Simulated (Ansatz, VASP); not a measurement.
## GeN: VASP beside Ansatz

```
Ge N
1.0
     1.52253   -5.13093    0.00000
     1.52253    5.13093    0.00000
     0.00000    0.00000    2.99611
Ge N
2 2
Direct
  0.63721 0.36279 0.75000
  0.36279 0.63721 0.25000
  0.83610 0.16390 0.75000
  0.16390 0.83610 0.25000
```

Alike in both runs: functional PBE; k mesh 16 × 16 × 16; occupations gaussian, width 0.1 eV; no spin polarisation.

Ansatz relaxed the structure, and its values are those at the end. VASP's run is a single point on that final structure, the one shown.

|  | VASP | Ansatz |
| --- | --- | --- |
| version | VASP 6.6.1 | Ansatz 0.2.0 |
| potentials or method | VASP PAW PBE potentials, release 64 (Ge_d, N), cutoff 520 eV | scalar-relativistic, plane waves, PAW |
| valence electrons in the cell | 38 | 38 |

```csv
,VASP,Ansatz,Ansatz less VASP
gap on the k mesh at the Fermi level (eV),none,none,-
pressure (GPa),0.2,0.0,-0.17
rms of the force components (eV/Å),0.009,0.001,-0.0074
```

A gap of «none» marks a metal or a gap that the smearing closes. With one functional, cell and mesh, what is left measures potentials, basis and numerics.
